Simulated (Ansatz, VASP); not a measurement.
**In3Cu: VASP beside Ansatz**

INCAR

```
  PREC = Accurate
  ENCUT = 520
  EDIFF = 1E-6
  ISMEAR = 0
  SIGMA = 0.15
  LREAL = F
  LASPH = T
  NELM = 80
  ALGO = Fast
  ISIF = 2
  LWAVE = F
  LCHARG = F
  GGA = CA
  NBANDS = 33
```

Contents of KPOINTS:

```
regular mesh
0
Gamma
  10 10 10
```

POSCAR

```
In3Cu
1.0
    4.4439952004     -0.0394543561     -0.0394543561
   -0.0394543561      4.4439952004     -0.0394543561
   -0.0394543561     -0.0394543561      4.4439952004
In Cu
3 1
Direct
    0.0000000000      0.5000000000      0.5000000000
    0.5000000000      0.0000000000      0.5000000000
    0.5000000000      0.5000000000      0.0000000000
    0.0000000000      0.0000000000      0.0000000000
```

Input for Ansatz:

```yaml
crystal:
  lattice:
    - [4.4439952004, -0.0394543561, -0.0394543561]
    - [-0.0394543561, 4.4439952004, -0.0394543561]
    - [-0.0394543561, -0.0394543561, 4.4439952004]
  atoms:
    - { symbol: In, position: [0.0, 0.5, 0.5] }
    - { symbol: In, position: [0.5, 0.0, 0.5] }
    - { symbol: In, position: [0.5, 0.5, 0.0] }
    - { symbol: Cu, position: [0.0, 0.0, 0.0] }
basis:
  ecutwfc: 520.0
kpoints:
  mp_grid: { grid: [10, 10, 10] }
hamiltonian:
  xc: lda
scf:
  occupations: { method: gaussian, width: 0.15 }
output:
  forces: true
  stress: true
  eigenvalues: true
```

Alike in both runs: task single point; functional LDA; k mesh 10 × 10 × 10; occupations gaussian, width 0.15 eV; no spin polarisation.

|  | VASP | Ansatz |
| --- | --- | --- |
| version | VASP 6.6.1 | Ansatz 0.2.0 |
| potentials or method | VASP PAW LDA potentials, release 64 (In_d, Cu), cutoff 520 eV | scalar-relativistic, plane waves, PAW |
| valence electrons in the cell | 50 | 58 |

```csv
,VASP,Ansatz,Ansatz less VASP
gap on the k mesh at the Fermi level (eV),none,none,-
pressure (GPa),-4.0,-4.1,-0.06
```

LDA's correlation is that of Perdew and Zunger in VASP and of Perdew and Wang (1992) in Ansatz. A gap of «none» marks a metal or a gap that the smearing closes. VASP's potentials hold 50 valence electrons a cell and Ansatz's 58, so a difference there can come from the potentials and not from the codes.
